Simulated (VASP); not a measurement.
# Ga2AgAs2 in VASP: single point with PBE

Aim: the single point of Ga2AgAs2 with PBE.

All numbers are computed with VASP 6.6.1; they aren't measurements. Logs are shortened: lines on timing, memory, paths and dates and some standing lists are left out, and cuts for length are marked.

### 1 The cell of the first run

The cell holds a slab with vacuum, 5 atoms: a = 4.063 Å, b = 4.063 Å, c = 19.890 Å, α = 90.00°, β = 90.00°, γ = 90.00°.

### 2 Single point, PBE, collinear spin

INCAR

```
SYSTEM = Ga2AgAs2
PREC = Accurate ; ENCUT = 520
EDIFF = 1E-6 ; ISMEAR = 0
SIGMA = 0.05 ; LREAL = .FALSE.
LASPH = .TRUE. ; NELM = 150
ALGO = Normal ; ISIF = 2
LWAVE = .FALSE. ; LCHARG = .TRUE.
ISPIN = 2 ; MAGMOM = 0 0 0 0 1
LORBIT = 11 ; LMAXMIX = 4
LDIPOL = .TRUE. ; IDIPOL = 3
DIPOL = 0.5 0.5 0.356 ; GGA = PE
LELF = .TRUE. ; LVHAR = .TRUE.
LVACPOTAV = .TRUE. ; NBANDS = 36
```

KPOINTS

```
regular mesh
0
G
  7 7 1
  0 0 0
```

POSCAR

```
Ga2AgAs2
1.0
    4.0629609260      0.0000000000      0.0000000000
    0.0000000000      4.0629609260      0.0000000000
    0.0000000000      0.0000000000     19.8904986549
As Ga Ag
2 2 1
Direct
    0.0000000000      0.5000000000      0.2011010417
    0.5000000000      0.0000000000      0.3511019678
    0.5000000000      0.5000000000      0.2733201266
    0.0000000000      0.0478916222      0.4197208691
    0.0000000000      0.2500000000      0.5365831033
```

Potentials or basis: VASP PAW PBE potentials, release 64 (As, Ga_d, Ag).

Launch:

```
$ cat potpaw_PBE.64/As/POTCAR potpaw_PBE.64/Ga_d/POTCAR potpaw_PBE.64/Ag/POTCAR > POTCAR
$ mpirun -np 1 vasp_std > vasp.out
```

OUTCAR:

```text
SYSTEM = Ga2AgAs2
   PREC = Accurate
   ENCUT = 520
   EDIFF = 1E-6
   ISMEAR = 0
   LREAL = .FALSE.
   LASPH = .TRUE.
   NELM = 150
   ISIF = 2
   ISPIN = 2
   LORBIT = 11
   GGA = PE

 ion  position               nearest neighbor table
   1  0.000  0.500  0.201-   3 2.49   3 2.49
   2  0.500  0.000  0.351-   4 2.46   4 2.46   3 2.55   3 2.55
   3  0.500  0.500  0.273-   1 2.49   1 2.49   2 2.55   2 2.55
   4  0.000  0.048  0.420-   2 2.46   2 2.46   5 2.47
   5  0.000  0.250  0.537-   4 2.47

  LATTYP: Found a simple tetragonal cell.
 ALAT       =     4.0629609260
 C/A-ratio  =     4.8955673011

  Lattice vectors:

 A1 = (   4.0629609260,   0.0000000000,   0.0000000000)
 A2 = (   0.0000000000,   4.0629609260,   0.0000000000)
 A3 = (   0.0000000000,   0.0000000000,  19.8904986549)

Analysis of symmetry for initial positions (statically):
=====================================================================
 Subroutine PRICEL returns:
 Original cell was already a primitive cell.

 Routine SETGRP: Setting up the symmetry group for a
 simple tetragonal supercell.

 Subroutine GETGRP returns: Found  2 space group operations
 (whereof  2 operations were pure point group operations)
 out of a pool of 16 trial point group operations.

The static configuration has the point symmetry C_1h.

Analysis of symmetry for dynamics (positions and initial velocities):
=====================================================================
 Subroutine PRICEL returns:
 Original cell was already a primitive cell.

 Routine SETGRP: Setting up the symmetry group for a
 simple tetragonal supercell.

 Subroutine GETGRP returns: Found  2 space group operations
 (whereof  2 operations were pure point group operations)
 out of a pool of 16 trial point group operations.

The dynamic configuration has the point symmetry C_1h.

Analysis of structural, dynamic, and magnetic symmetry:
=====================================================================
 Subroutine PRICEL returns:
 Original cell was already a primitive cell.

 Routine SETGRP: Setting up the symmetry group for a
 simple tetragonal supercell.

 Subroutine GETGRP returns: Found  2 space group operations
 (whereof  2 operations were pure point group operations)
 out of a pool of 16 trial point group operations.

The overall configuration has the point symmetry C_1h.

 Subroutine INISYM returns: Found  2 space group operations
 (whereof  2 operations are pure point group operations),
 and found     1 'primitive' translations

----------------------------------------------------------------------------------------

                                     Primitive cell

  volume of cell :     328.3454

  direct lattice vectors                    reciprocal lattice vectors
     4.062960926  0.000000000  0.000000000     0.246125921  0.000000000  0.000000000
     0.000000000  4.062960926  0.000000000     0.000000000  0.246125921  0.000000000
     0.000000000  0.000000000 19.890498655     0.000000000  0.000000000  0.050275260

  length of vectors
     4.062960926  4.062960926 19.890498655     0.246125921  0.246125921  0.050275260

  position of ions in fractional coordinates (direct lattice)
     0.000000000  0.500000000  0.201101042
     0.500000000  0.000000000  0.351101968
     0.500000000  0.500000000  0.273320127
     0.000000000  0.047891622  0.419720869
     0.000000000  0.250000000  0.536583103

  ion indices of the primitive-cell ions
   primitive index   ion index
                 1           1
                 2           2
                 3           3
                 4           4
                 5           5

----------------------------------------------------------------------------------------

 KPOINTS: regular mesh

Automatic generation of k-mesh.
 Grid dimensions read from file:
 generate k-points for:    7    7    1

 Generating k-lattice:

  Cartesian coordinates                     Fractional coordinates (reciprocal lattice)
[... 21 lines left out ...]
  0.000000  0.285714  0.000000      2.000000
  0.428571  0.000000  0.000000      2.000000
[... 8 lines left out ...]
 -0.285714  0.428571  0.000000      4.000000
  0.428571  0.428571  0.000000      4.000000
   k-points           NKPTS =     16   k-points in BZ     NKDIM =     16   number of bands    NBANDS=     36
   number of dos      NEDOS =    301   number of ions     NIONS =      5
   total plane-waves  NPLWV = 135000
   dimension x,y,z NGX =    30 NGY =   30 NGZ =  150
   dimension x,y,z NGXF=    60 NGYF=   60 NGZF=  300
   ions per type =               2   2   1
   NGX,Y,Z   is equivalent  to a cutoff of  12.28, 12.28, 12.54 a.u.
   NGXF,Y,Z  is equivalent  to a cutoff of  24.55, 24.55, 25.07 a.u.
 SYSTEM =  Ga2AgAs2
   PREC   = accura    normal or accurate (medium, high low for compatibility)
   ISTART =      0    job   : 0-new  1-cont  2-samecut
   ICHARG =      2    charge: 1-file 2-atom 10-const
   ISPIN  =      2    spin polarized calculation?
   LNONCOLLINEAR =      F non collinear calculations
   LSORBIT =      F    spin-orbit coupling
   LASPH  =      T    aspherical Exc in radial PAW
   ENCUT  =  520.0 eV  38.22 Ry    6.18 a.u.   7.55  7.55 36.98*2*pi/ulx,y,z
   NELM   =    150;   NELMIN=  2; NELMDL= -5     # of ELM steps
   EDIFF  = 0.1E-05   stopping-criterion for ELM
   LREAL  =      F    real-space projection
   EDIFFG = 0.1E-04   stopping-criterion for IOM
   NSW    =      0    number of steps for IOM
   IBRION =     -1    ionic relax: 0-MD 1-quasi-New 2-CG
   NFREE  =      0    steps in history (QN), initial steepest desc. (CG)
   ISIF   =      2    stress and relaxation
   ISYM   =      2    0-nonsym 1-usesym 2-fastsym
   POTIM  = 0.5000    time-step for ionic-motion
   TEBEG  =    0.0;   TEEND  =   0.0 temperature during run
   PSTRESS=    0.0 pullay stress
   NELECT =      47.0000    total number of electrons
   NUPDOWN=      -1.0000    fix difference up-down
   EMIN   =  10.00;   EMAX   =-10.00  energy-range for DOS
   EFERMI =   0.00;   METHOD = LEGACY
   ISMEAR =     0;   SIGMA  =   0.05  broadening in eV -4-tet -1-fermi 0-gaus
   EFERMI_NEDOS =   21; number of points for ismear=-14 and -15
   IALGO  =     38    algorithm
   IMIX   =      4    mixing-type and parameters
     AMIX     =   0.40;   BMIX     =  1.00
     AMIX_MAG =   1.60;   BMIX_MAG =  1.00
  volume/ion in A,a.u.               =      65.67       443.16
  Fermi-wavevector in a.u.,A,eV,Ry     =   0.856375  1.618313  9.978207  0.733378
  Thomas-Fermi vector in A             =   1.973267
   LORBIT       =     11    0 simple, 1 ext, 2 COOP (PROOUT), +10 PAW based schemes
   GGA     = PE    functional components
   LHFCALC =     F    Hartree Fock is set to
   AEXX    =    0.0000 exact exchange contribution
   IVDW    =     0    specifies the selected vdW correction
   LEPSILON=     F    determine dielectric tensor
   LRPA    =     F    only Hartree local field effects (RPA)
 spin polarized calculation
 Gauss-broadening in eV      SIGMA  =   0.05
  energy-cutoff  :      520.00
  volume of cell :      328.35
 maximum number of plane-waves:      8887
 NGX is ok and might be reduce to    30
   NGX = 15   NGY = 15   NGZ = 73

 dipolmoment           0.000000      0.000000      0.000000 electrons x Angstroem

 number of electron      47.0000011 magnetization       0.1429048

 dipolmoment           0.000000      0.000000     -0.177828 electrons x Angstroem

 Free energy of the ion-electron system (eV)
  ---------------------------------------------------
  ext. energy  EPLUGINS =         0.00000000
  ---------------------------------------------------
  free energy    TOTEN  =       -15.98798587 eV

  energy without entropy =      -15.98568150  energy(sigma->0) =      -15.98683369

 E-fermi :  -1.7613     XC(G=0):  -4.4413

 val. band max:       -1.7901948030   @ k =  -0.1429   0.2857   0.0000
 cond. band min:      -1.7516061508   @ k =   0.2857   0.2857   0.0000
 fundamental gap:      0.0385886523
 Fermi energy:        -1.7613383718

 spin component 1

 k-point     1 :       0.0000    0.0000    0.0000
  band No.  band energies     occupation
      1     -16.6547      1.00000
      2     -16.5621      1.00000
      3     -16.5483      1.00000
      4     -16.4953      1.00000
      5     -16.4931      1.00000
      6     -16.0086      1.00000
[... 597 lines left out ...]
     34       5.0658      0.00000
     35       5.3578      0.00000
 Fermi energy:        -1.7613383718

 spin component 2

 k-point     1 :       0.0000    0.0000    0.0000
  band No.  band energies     occupation
      1     -16.6547      1.00000
      2     -16.5623      1.00000
      3     -16.5482      1.00000
      4     -16.4946      1.00000
      5     -16.4926      1.00000
      6     -16.0088      1.00000
[... 597 lines left out ...]
     34       5.0763      0.00000
     35       5.3680      0.00000
 [bands above 35 left out]

------------------------ aborting loop because EDIFF is reached ----------------------------------------

  FORCE on cell =-STRESS in cart. coord.  units (eV):
  Direction    XX          YY          ZZ          XY          YZ          ZX
  --------------------------------------------------------------------------------------
  -------------------------------------------------------------------------------------
  Total       -1.6281747     -2.6090264     -0.3616959      0.0000000      0.5093669      0.0000000
  in kB       -7.9447572    -12.7308705     -1.7649125      0.0000000      2.4854802      0.0000000
  external PRESSURE =      -7.4801801 kB  Pullay stress =       0.0000000 kB

 VOLUME and BASIS-vectors are now :
 -----------------------------------------------------------------------------
  energy-cutoff  :      520.00
  volume of cell :      328.35
      direct lattice vectors                 reciprocal lattice vectors
     4.062960926  0.000000000  0.000000000     0.246125921  0.000000000  0.000000000
     0.000000000  4.062960926  0.000000000     0.000000000  0.246125921  0.000000000
     0.000000000  0.000000000 19.890498655     0.000000000  0.000000000  0.050275260

 POSITION                                       TOTAL-FORCE (eV/Angst)
 -----------------------------------------------------------------------------------
      0.00000      2.03148      4.00000         0.000000     -0.029019      0.235956
      2.03148      0.00000      6.98359         0.000000     -0.122963     -0.062245
      2.03148      2.03148      5.43647         0.000000      0.025242     -0.193214
      0.00000      0.19458      8.34846         0.000000      0.001993      0.012509
      0.00000      1.01574     10.67291         0.000000      0.124747      0.006995
 -----------------------------------------------------------------------------------
    total drift:                                0.000000      0.000919     -0.000999

  FREE ENERGIE OF THE ION-ELECTRON SYSTEM (eV)
  ---------------------------------------------------
  free  energy   TOTEN  =       -15.9879858694 eV

  energy  without entropy=      -15.9856815021  energy(sigma->0) =      -15.98683369

 vacuum level on the upper side and lower side of the slab         2.019         3.970

 total charge

# of ion       s       p       d       tot
------------------------------------------
    1        1.291   1.342   0.016   2.649
    2        1.234   1.522   0.029   2.784
    3        0.905   0.715   9.977  11.597
    4        0.977   0.623   9.963  11.563
    5        0.481   0.059   9.246   9.785
--------------------------------------------------
tot          4.887   4.260  29.231  38.378

 magnetization (x)

# of ion       s       p       d       tot
------------------------------------------
    1        0.002   0.055   0.000   0.057
    2        0.000   0.003   0.000   0.003
    3       -0.002  -0.002   0.001  -0.002
    4       -0.001   0.002   0.000   0.001
    5        0.001  -0.000  -0.000   0.001
--------------------------------------------------
tot          0.001   0.057   0.002   0.060
```

Wall time 12 min (1 thread of Intel Xeon Platinum 8259CL at 2.50GHz (Skylake/Cascade Lake), shared host); peak memory 0.64 GiB.

Results:

```
Free energy                                           : -15.9880 eV
Largest force                                         : 0.238 eV/Å
Net moment                                            : 0.14 μB per cell
Site moments                                          : As +0.06, +0.00; Ga -0.00, +0.00; Ag +0.00 μB
Valence electrons inside the program's atomic spheres : As 2.65, 2.78; Ga 11.60, 11.56; Ag 9.79
```

Forces on the atoms (eV/Å):
```
As   0.000 -0.029  0.236
As   0.000 -0.123 -0.062
Ga   0.000  0.025 -0.193
Ga   0.000  0.002  0.013
Ag   0.000  0.125  0.007
```
